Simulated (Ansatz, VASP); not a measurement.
## Two plane-wave programs on MgO

```
CELL_PARAMETERS angstrom
0.00000 2.12686 2.12686
2.12686 0.00000 2.12686
2.12686 2.12686 0.00000
ATOMIC_POSITIONS crystal
Mg 0.00000 0.00000 0.00000
O 0.50000 0.50000 0.50000
```

Alike in both runs: functional PBE; k mesh 10 × 10 × 10; occupations gaussian, width 0.02 eV; no spin polarisation.

Ansatz relaxed the structure, and its values are those at the end. VASP's run is a single point on that final structure, the one shown.

|  | VASP | Ansatz |
| --- | --- | --- |
| version | VASP 6.6.1 | Ansatz 0.2.0 |
| potentials or method | VASP PAW PBE potentials, release 64 (Mg, O), cutoff 600 eV | scalar-relativistic, plane waves, PAW |
| valence electrons in the cell | 8 | 16 |

|  | VASP | Ansatz | Ansatz less VASP |
| --- | --- | --- | --- |
| gap on the k mesh at the Fermi level (eV) | 4.45 | 4.46 | +0.016 |
| least direct gap on the mesh (eV) | 4.45 | 4.46 | +0.016 |
| pressure (GPa) | -1.0 | 0.0 | +1.03 |

VASP's potentials hold 8 valence electrons a cell and Ansatz's 16, so a difference there can come from the potentials and not from the codes.
